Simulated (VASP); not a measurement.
Al9O: single point with PBE

Al9O, a slab with vacuum:

```
Al O
1.0
     2.85354    0.00000    0.00000
    -1.42677    9.70148    0.00000
     0.00000    0.00000   20.29037
Al O
9 1
Cartesian
  1.4268 0.6295 4.0000
  1.4268 3.3172 4.9957
  0.0000 5.7950 5.1949
  1.4268 8.2728 5.3940
  0.0003 1.2390 6.4001
  -0.0072 3.9216 7.5233
  1.4238 6.3997 7.6799
  -0.0083 8.8388 7.8610
  1.2262 2.2544 9.2579
  1.0752 4.1853 8.8545
```

| Item | Value |
| --- | --- |
| Program | VASP 6.6.1 |
| Task | single point |
| Functional | PBE |
| Potentials or basis | VASP PAW PBE potentials, release 64 (Al, O) |
| Cutoff | 520 eV |
| k mesh | 9 × 3 × 1 |
| Occupations | gaussian, width 0.1 eV |
| Spin | no spin polarisation |

```json
{"Largest force": "1.938 eV/Å", "Band gap on the k mesh": "zero (an odd number of electrons rules out a gap without spin polarisation)"}
```

Forces on the atoms (eV/Å):
```
Al   0.031  0.160  0.093
Al   0.045  0.171  0.086
Al  -0.020 -0.250  0.190
Al  -0.003 -0.286 -0.058
Al  -0.032  0.315  0.697
Al  -1.612  0.288 -1.035
Al  -0.087  0.336 -0.062
Al  -0.012  0.136  0.056
Al   0.002 -0.013  0.006
O    1.687 -0.858  0.027
```

Levels at points of the mesh, in eV from the Fermi level:
```tsv
k point	band 15	band 16	band 17	band 18	band 19	band 20
(0.00, 0.00, 0.00)	-1.71	-1.08	-0.27	0.35	0.79	2.12
```

Run time: 18 min on 1 thread of Intel Xeon 8259CL (shared host), peak memory 0.68 GiB.

Caveat: an odd number of electrons without spin polarisation forces a metal; a magnetic or distorted state may lie lower.
